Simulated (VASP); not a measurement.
# Si (Imma) in VASP: a series of runs

The runs below take Si through single point, with PBE.

All numbers are computed with VASP 6.6.1; they aren't measurements. Logs are shortened: lines on timing, memory, paths and dates and some standing lists are left out, and cuts for length are marked.

## (1) The cell of the first run

Symmetry: Imma, No. 74, orthorhombic system. The conventional cell has a = 3.763 Å, b = 3.917 Å, c = 5.431 Å, α = 90.00°, β = 90.00°, γ = 90.00°. Within 3.1 Å of Si (site symmetry mm2) lie 4 Si at 2.32 to 2.38 Å.

## (2) Single point, PBE (strain -0.0400 x Voigt [0, 0, 0, 0, 1, 0])

INCAR

```
SYSTEM = Si
PREC = Accurate
ENCUT = 520
EDIFF = 1E-6
ISMEAR = 0
SIGMA = 0.05
LREAL = .False.
LASPH = .True.
NELM = 100
ALGO = Normal
ISIF = 2
LWAVE = .False.
LCHARG = .True.
GGA = PE
LELF = .True.
LVHAR = .True.
NBANDS = 11
```

KPOINTS

```
Automatic mesh
0
Gamma
  10 10 10
  0 0 0
```

POSCAR

```
Si
1.0
   -0.0543094000      2.7154700000      2.7154700000
    2.6611606000      0.0000000000      2.6611606000
    2.7154700000      2.7154700000     -0.0543094000
Si
2
Direct
    0.5000000000      0.5000000000      0.5000000000
    0.7500000000      0.7500000000      0.7500000000
```

Potentials or basis: VASP PAW PBE potentials, release 64 (Si).

The run is started by

```
$ cat potpaw_PBE.64/Si/POTCAR > POTCAR
$ mpirun -np 1 vasp_std > vasp.out
```

OUTCAR:

```text
SYSTEM = Si
   PREC = Accurate
   ENCUT = 520
   EDIFF = 1E-6
   ISMEAR = 0
   LREAL = .False.
   LASPH = .True.
   NELM = 100
   ISIF = 2
   GGA = PE

 ion  position               nearest neighbor table
   1  0.500  0.500  0.500-   2 2.32   2 2.32   2 2.38   2 2.38
   2  0.750  0.750  0.750-   1 2.32   1 2.32   1 2.38   1 2.38

  LATTYP: Found a body centered orthorhombic cell.
 ALAT       =     3.7634494122
 B/A-ratio  =     1.0408163265
 C/A-ratio  =     1.4430750636

  Lattice vectors:

 A1 = (   2.7154700000,  -2.7154700000,  -0.0543094000)
 A2 = (  -2.7154700000,  -2.7154700000,   0.0543094000)
 A3 = (   0.0543094000,   2.7154700000,  -2.7154700000)

Analysis of symmetry for initial positions (statically):
=====================================================================
 Subroutine PRICEL returns:
 Original cell was already a primitive cell.

 Routine SETGRP: Setting up the symmetry group for a
 body centered orthorhombic supercell.

 Subroutine GETGRP returns: Found  8 space group operations
 (whereof  4 operations were pure point group operations)
 out of a pool of  8 trial point group operations.

The static configuration has the point symmetry C_2v.
 The point group associated with its full space group is D_2h.

Analysis of symmetry for dynamics (positions and initial velocities):
=====================================================================
 Subroutine PRICEL returns:
 Original cell was already a primitive cell.

 Routine SETGRP: Setting up the symmetry group for a
 body centered orthorhombic supercell.

 Subroutine GETGRP returns: Found  8 space group operations
 (whereof  4 operations were pure point group operations)
 out of a pool of  8 trial point group operations.

The dynamic configuration has the point symmetry C_2v.
 The point group associated with its full space group is D_2h.

 Subroutine INISYM returns: Found  8 space group operations
 (whereof  4 operations are pure point group operations),
 and found     1 'primitive' translations

----------------------------------------------------------------------------------------

                                     Primitive cell

  volume of cell :      40.0305

  direct lattice vectors                    reciprocal lattice vectors
    -0.054309400  2.715470000  2.715470000    -0.180519792  0.184130187  0.180519792
     2.661160600  0.000000000  2.661160600     0.187887946 -0.184130187  0.187887946
     2.715470000  2.715470000 -0.054309400     0.180519792  0.184130187 -0.180519792

  length of vectors
[... 92 lines left out ...]
   PSTRESS=    0.0 pullay stress
   NELECT =       8.0000    total number of electrons
   NUPDOWN=      -1.0000    fix difference up-down
   EMIN   =  10.00;   EMAX   =-10.00  energy-range for DOS
   EFERMI =   0.00;   METHOD = LEGACY
   ISMEAR =     0;   SIGMA  =   0.05  broadening in eV -4-tet -1-fermi 0-gaus
   EFERMI_NEDOS =   21; number of points for ismear=-14 and -15
   IALGO  =     38    algorithm
   IMIX   =      4    mixing-type and parameters
     AMIX     =   0.40;   BMIX     =  1.00
     AMIX_MAG =   1.60;   BMIX_MAG =  1.00
  volume/ion in A,a.u.               =      20.02       135.07
  Fermi-wavevector in a.u.,A,eV,Ry     =   0.957138  1.808728 12.464467  0.916112
  Thomas-Fermi vector in A             =   2.086129
   LORBIT       =      0    0 simple, 1 ext, 2 COOP (PROOUT), +10 PAW based schemes
   GGA     = PE    functional components
   LHFCALC =     F    Hartree Fock is set to
   AEXX    =    0.0000 exact exchange contribution
   IVDW    =     0    specifies the selected vdW correction
   LEPSILON=     F    determine dielectric tensor
   LRPA    =     F    only Hartree local field effects (RPA)
 non-spin polarized calculation
 Gauss-broadening in eV      SIGMA  =   0.05
  energy-cutoff  :      520.00
  volume of cell :       40.03
 maximum number of plane-waves:      1095
 NGX is ok and might be reduce to    30
   NGX = 15   NGY = 13   NGZ = 15

 number of electron       8.0000000 magnetization

 Free energy of the ion-electron system (eV)
  ---------------------------------------------------
  ext. energy  EPLUGINS =         0.00000000
  ---------------------------------------------------
  free energy    TOTEN  =       -10.82293944 eV

  energy without entropy =      -10.82293944  energy(sigma->0) =      -10.82293944

 E-fermi :   6.0938     XC(G=0):  -9.4101

 val. band max:        5.8818723035   @ k =   0.0000   0.0000   0.0000
 cond. band min:       6.3202563590   @ k =   0.5000   0.0000   0.5000
 fundamental gap:      0.4383840555
 Fermi energy:         6.0937736438

 k-point     1 :       0.0000    0.0000    0.0000
  band No.  band energies     occupation
      1      -6.1345      2.00000
      2       5.7859      2.00000
      3       5.8159      2.00000
      4       5.8819      2.00000
      5       8.0948      0.00000
      6       8.2242      0.00000
      7       8.7058      0.00000
      8       9.3768      0.00000
      9      13.5521      0.00000
     10      13.5665      0.00000
     11      13.8096      0.00000
[... 309 lines left out ...]
 k-point    24 :      -0.3000    0.2000   -0.0000
  band No.  band energies     occupation
      1      -4.1010      2.00000
      2       0.0939      2.00000
      3       2.4430      2.00000
      4       4.5432      2.00000
      5       8.3144      0.00000
      6      10.3228      0.00000
      7      10.6421      0.00000
      8      12.3126      0.00000
      9      12.7017      0.00000
     10      15.4915      0.00000
     11      17.8652      0.00000

 [... further k-points ...]

------------------------ aborting loop because EDIFF is reached ----------------------------------------

  FORCE on cell =-STRESS in cart. coord.  units (eV):
  Direction    XX          YY          ZZ          XY          YZ          ZX
  --------------------------------------------------------------------------------------
  -------------------------------------------------------------------------------------
  Total        0.5340954      0.5195191      0.5340954     -0.0000000      0.0000000      1.0533770
  in kB       21.3765774     20.7931741     21.3765774     -0.0000000      0.0000000     42.1602459
  external PRESSURE =      21.1821096 kB  Pullay stress =       0.0000000 kB

 VOLUME and BASIS-vectors are now :
 -----------------------------------------------------------------------------
  energy-cutoff  :      520.00
  volume of cell :       40.03
      direct lattice vectors                 reciprocal lattice vectors
    -0.054309400  2.715470000  2.715470000    -0.180519792  0.184130187  0.180519792
     2.661160600  0.000000000  2.661160600     0.187887946 -0.184130187  0.187887946
     2.715470000  2.715470000 -0.054309400     0.180519792  0.184130187 -0.180519792

 POSITION                                       TOTAL-FORCE (eV/Angst)
 -----------------------------------------------------------------------------------
      2.66116      2.71547      2.66116         0.000000     -0.398381      0.000000
      3.99174      4.07320      3.99174        -0.000000      0.398381     -0.000000
 -----------------------------------------------------------------------------------
    total drift:                                0.000000     -0.000000     -0.000000

  FREE ENERGIE OF THE ION-ELECTRON SYSTEM (eV)
  ---------------------------------------------------
  free  energy   TOTEN  =       -10.8229394413 eV

  energy  without entropy=      -10.8229394413  energy(sigma->0) =      -10.82293944
```

OSZICAR:

```text
N       E                     dE             d eps       ncg     rms          rms(c)
DAV:   1     0.817070423651E+01    0.81707E+01   -0.33323E+03  3770   0.590E+02
DAV:   2    -0.104455697300E+02   -0.18616E+02   -0.17867E+02  5088   0.861E+01
DAV:   3    -0.110038274268E+02   -0.55826E+00   -0.55703E+00  4800   0.131E+01
DAV:   4    -0.110079126655E+02   -0.40852E-02   -0.40847E-02  4569   0.143E+00
DAV:   5    -0.110079525458E+02   -0.39880E-04   -0.39879E-04  4725   0.131E-01    0.490E+00
DAV:   6    -0.108792792849E+02    0.12867E+00   -0.75377E-02  4277   0.115E+00    0.298E+00
DAV:   7    -0.108214833911E+02    0.57796E-01   -0.14325E-01  4353   0.168E+00    0.198E-01
DAV:   8    -0.108227261666E+02   -0.12428E-02   -0.71183E-03  4334   0.474E-01    0.947E-02
DAV:   9    -0.108228948613E+02   -0.16869E-03   -0.19331E-04  4805   0.879E-02    0.609E-02
DAV:  10    -0.108229366635E+02   -0.41802E-04   -0.40232E-05  4403   0.345E-02    0.121E-02
DAV:  11    -0.108229389574E+02   -0.22938E-05   -0.50992E-06  4586   0.121E-02    0.611E-03
DAV:  12    -0.108229394413E+02   -0.48392E-06   -0.43961E-07  2831   0.414E-03
   1 F= -.10822939E+02 E0= -.10822939E+02  d E =-.481436E-12
```

Wall time 1.8 min (1 thread of AMD EPYC 7R13, shared host); peak memory 0.17 GiB.

What came out:

* Free energy: -10.8229 eV
* Pressure: 2.1 GPa
* Largest force: 0.398 eV/Å
* Band gap on the k mesh: 0.44 eV (least direct gap 2.21 eV)

Forces on the atoms (eV/Å):
```
Si   0.000 -0.398  0.000
Si   0.000  0.398  0.000
```

Levels at points of the mesh, in eV from the valence-band top:
```csv
k point,band 2,band 3,band 4,band 5,band 6,band 7
"(0.00, 0.00, 0.00)",-0.10,-0.07,0.00,2.21,2.34,2.82
"(0.50, 0.00, 0.00)",-6.99,-1.15,-1.15,1.67,3.19,3.54
"(0.00, 0.50, 0.00)",-7.05,-1.36,-1.33,1.30,3.06,3.40
"(0.50, 0.50, 0.00)",-7.87,-2.90,-2.90,0.66,0.66,9.97
"(0.50, 0.00, 0.50)",-7.71,-3.11,-2.69,0.44,0.89,9.96
```

Caveat: the cell differs from its parent crystal (strain -0.0400 x Voigt [0, 0, 0, 0, 1, 0]). A k mesh can miss the band edges.

## (3) Single point, PBE (strain +0.0300 x Voigt [0, 0, 0, 0, 1, 0])

INCAR

```
PREC     = Accurate       # precision mode
ENCUT    = 520            # plane-wave cutoff, eV
EDIFF    = 1E-6           # SCF threshold, eV
ISMEAR   = 0              # smearing method
SIGMA    = 0.05           # smearing width, eV
LREAL    = False          # projectors in reciprocal space
LASPH    = True           # aspherical terms in the spheres
NELM     = 60             # most SCF steps
ALGO     = Normal         # electronic algorithm
ISIF     = 2              # what is computed and relaxed
LWAVE    = False          # write WAVECAR
LCHARG   = False          # write CHGCAR
GGA      = PE             # functional
NBANDS   = 11             # bands
```

KPOINTS

```
regular mesh
0
Gamma
  10 10 10
```

POSCAR

```
Si
1.0
    0.0407320500      2.7154700000      2.7154700000
    2.7562020500      0.0000000000      2.7562020500
    2.7154700000      2.7154700000      0.0407320500
Si
2
Direct
    0.5000000000      0.5000000000      0.5000000000
    0.7500000000      0.7500000000      0.7500000000
```

Potentials or basis: VASP PAW PBE potentials, release 64 (Si).

The run is started by

```
$ cat potpaw_PBE.64/Si/POTCAR > POTCAR
$ mpirun -np 1 vasp_std > vasp.out
```

Run time: 2 min. Hardware: 1 thread of AMD EPYC 7R13, shared host; peak memory 0.17 GiB.

The run converged. Its results:

| Property | Result |
| --- | --- |
| Free energy | -10.8322 eV |
| Pressure | 2.0 GPa |
| Largest force | 0.298 eV/Å |
| Band gap on the k mesh | 0.51 eV (least direct gap 2.30 eV) |

Forces in eV/Å, atoms in the order of the input:
```
Si   0.000  0.298  0.000
Si   0.000 -0.298  0.000
```

Stress tensor (GPa, compression positive):
```
 2.05  0.00 -3.16
 0.00  2.01  0.00
-3.16  0.00  2.05
```

Levels at points of the mesh, in eV from the valence-band top:
```
           k point  band 2  band 3  band 4  band 5  band 6  band 7
(0.00, 0.00, 0.00)   -0.07   -0.05    0.00    2.30    2.42    2.76
(0.50, 0.00, 0.00)   -7.03   -1.31   -1.30    1.36    3.13    3.39
(0.00, 0.50, 0.00)   -6.98   -1.17   -1.16    1.64    3.23    3.49
(0.50, 0.50, 0.00)   -7.85   -2.89   -2.89    0.67    0.67   10.02
(0.50, 0.00, 0.50)   -7.73   -3.04   -2.73    0.51    0.85   10.00
```

Caveat: the cell differs from its parent crystal (strain +0.0300 x Voigt [0, 0, 0, 0, 1, 0]).
